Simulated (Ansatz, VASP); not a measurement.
## One calculation of Al5Cu, two programs

INCAR

```
PREC = Accurate ; ENCUT = 520
EDIFF = 1E-6 ; ISMEAR = 0
SIGMA = 0.1 ; LREAL = F
LASPH = T ; NELM = 100
ALGO = Fast ; ISIF = 2
LWAVE = F ; LCHARG = F
GGA = PE ; NBANDS = 22
```

File KPOINTS:

```
regular mesh
0
Gamma
  14 14 4
```

The input POSCAR:

```
Al5Cu
1.0
    2.8285524240      0.0000000000      0.0000000000
    0.0000000000      2.8285524240      0.0000000000
    0.0000000000      0.0000000000     11.6623586306
Al Cu
5 1
Direct
    0.0000000000      0.0000000000      0.8234696313
    0.5000000000      0.5000000000      0.0000000000
    0.0000000000      0.0000000000      0.1765303687
    0.5000000000      0.5000000000      0.3548000060
    0.5000000000      0.5000000000      0.6451999940
    0.0000000000      0.0000000000      0.5000000000
```

Input for Ansatz:

```yaml
crystal:
  lattice:
    - [2.828552424, 0.0, 0.0]
    - [0.0, 2.828552424, 0.0]
    - [0.0, 0.0, 11.6623586306]
  atoms:
    - { symbol: Al, position: [0.0, 0.0, 0.8234696313] }
    - { symbol: Al, position: [0.5, 0.5, 0.0] }
    - { symbol: Al, position: [0.0, 0.0, 0.1765303687] }
    - { symbol: Al, position: [0.5, 0.5, 0.354800006] }
    - { symbol: Al, position: [0.5, 0.5, 0.645199994] }
    - { symbol: Cu, position: [0.0, 0.0, 0.5] }
basis:
  ecutwfc: 420
kpoints:
  mp_grid: { grid: [14, 14, 4] }
  band_path:
    path:
      - [[0.0, 0.0, 0.0], [0.0, 0.5, 0.0], [0.5, 0.5, 0.0], [0.0, 0.0, 0.0], [0.0, 0.0, 0.5], [0.0, 0.5, 0.5], [0.5, 0.5, 0.5], [0.0, 0.0, 0.5]]
      - [[0.0, 0.5, 0.0], [0.0, 0.5, 0.5]]
      - [[0.5, 0.5, 0.0], [0.5, 0.5, 0.5]]
    npoints: 14
hamiltonian:
  xc: pbe
scf:
  occupations: { method: gaussian, width: 0.1 }
  n_extra_bands: 15
output:
  forces: true
  stress: true
  eigenvalues: true
  populations: true
  dos: { projected: true, de: 0.02, nscf_kmesh: { grid: [17, 17, 5] } }
  bader: true
  write_density: true
  write_potential: true
  elf: true
  volumetric_format: npy
```

Alike in both runs: task single point; functional PBE; k mesh 14 × 14 × 4; occupations gaussian, width 0.1 eV; no spin polarisation.

|  | VASP | Ansatz |
| --- | --- | --- |
| version | VASP 6.6.1 | Ansatz 0.2.0 |
| potentials or method | VASP PAW PBE potentials, release 64 (Al, Cu), cutoff 520 eV | scalar-relativistic, plane waves, PAW |
| valence electrons in the cell | 26 | 34 |

```tsv
	VASP	Ansatz	Ansatz less VASP
gap on the k mesh at the Fermi level (eV)	none	none	-
pressure (GPa)	-0.1	0.0	+0.06
traceless stress, the component that is largest in VASP (GPa)	0.05	0.02	-0.037
rms of the force components (eV/Å)	0.008	0.000	-0.0074
```

Atom by atom the forces differ by 0.007 eV/Å (rms over components). A gap of «none» marks a metal or a gap that the smearing closes. VASP's potentials hold 26 valence electrons a cell and Ansatz's 34, so a difference there can come from the potentials and not from the codes.
